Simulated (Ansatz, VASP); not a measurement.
## Two plane-wave programs on SrTiO3

```
CELL_PARAMETERS angstrom
3.94428 0.47424 0.47424
0.47424 3.94428 0.47424
0.47424 0.47424 3.94428
ATOMIC_POSITIONS crystal
Sr 0.00000 0.00000 0.00000
Ti 0.50000 0.50000 0.50000
O 0.00000 0.50000 0.50000
O 0.50000 0.00000 0.50000
O 0.50000 0.50000 0.00000
```

Alike in both runs: task single point; functional PBEsol; k mesh 8 × 8 × 8; occupations gaussian, width 0.05 eV; no spin polarisation.

|  | VASP | Ansatz |
| --- | --- | --- |
| version | VASP 6.6.1 | Ansatz 0.2.0 |
| potentials or method | VASP PAW PBE potentials, release 64 (Sr_sv, Ti_sv, O), cutoff 520 eV | scalar-relativistic, plane waves, PAW |
| valence electrons in the cell | 40 | 40 |

Ansatz gave:

- gap on the k mesh at the Fermi level (eV): 0.08
- least direct gap on the mesh (eV): 0.08
- pressure (GPa): 6.3
- traceless stress, the component that is largest in VASP (GPa): -25.73

**Question.** Estimate VASP's values.

**Answer.** gap on the k mesh at the Fermi level (eV): 0.07; least direct gap on the mesh (eV): 0.10; pressure (GPa): 7.2; traceless stress, the component that is largest in VASP (GPa): -25.93.

VASP's potentials were made for PBE, not for PBEsol.
